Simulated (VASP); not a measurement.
H2: single point with LDA

System: H2, in a box.

```
H
1.0
     8.00000    0.00000    0.00000
     0.00000    8.00000    0.00000
     0.00000    0.00000    8.00000
H
2
Cartesian
  4.0000 4.0000 3.5750
  4.0000 4.0000 4.4250
```

| Quantity | Value |
| --- | --- |
| Program | VASP 6.6.1 |
| Task | single point |
| Functional | LDA |
| Potentials or basis | VASP PAW LDA potentials, release 64 (H) |
| Cutoff | 400 eV |
| k mesh | 1 × 1 × 1 |
| Occupations | gaussian, width 0.01 eV |
| Spin | no spin polarisation |

- Largest force: 2.061 eV/Å
- Gap between the frontier levels: 9.49 eV

Forces on the atoms (eV/Å):
```
H    0.000  0.000  2.061
H    0.000  0.000 -2.061
```

Levels at points of the mesh, in eV from the valence-band top:
| k point | band 1 | band 2 | band 3 | band 4 | band 5 | band 6 |
| --- | --- | --- | --- | --- | --- | --- |
| (0.00, 0.00, 0.00) | 0.00 | 9.49 | 9.91 | 11.08 | 11.08 | 11.68 |

Wall time 6.6 s on 1 thread of AMD EPYC 7R43 64-Core Processor (Zen 3) (shared host), peak memory 0.23 GiB.
